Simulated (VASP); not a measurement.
Here is a VASP 6.6.1 calculation.

File INCAR:

```
PREC = Accurate
ENCUT = 600
EDIFF = 1E-6
ISMEAR = -1
SIGMA = 0.05
LREAL = False
LASPH = True
NELM = 100
ALGO = Normal
ISIF = 3
LWAVE = False
LCHARG = False
GGA = PS
IVDW = 13
IBRION = 2
NSW = 60
EDIFFG = -0.01
```

KPOINTS

```
Automatic mesh
0
Gamma
  9 9 9
```

POSCAR

```
Bi
1.0
   -1.9814305318      1.9814305318      1.9814305318
    1.9814305318     -1.9814305318      1.9814305318
    1.9814305318      1.9814305318     -1.9814305318
Bi
1
Direct
    0.0000000000      0.0000000000      0.0000000000
```

Potentials or basis: VASP PAW PBE potentials, release 64 (Bi_d).

Command:

```console
$ cat potpaw_PBE.64/Bi_d/POTCAR > POTCAR
$ mpirun -np 1 vasp_std > vasp.out
```

(1) What does it give for the relaxed volume?

(2) Predict the relaxed cell.

## Answers

(1) 29.18 Å³/atom.

(2) a = 3.359 Å, b = 3.359 Å, c = 3.359 Å, α = 109.47°, β = 109.47°, γ = 109.47°.

Caveat: the PAW data sets were made with another functional, which shifts forces and pressure a little; pairwise dispersion overbinds metals, which lowers pressure and volume.
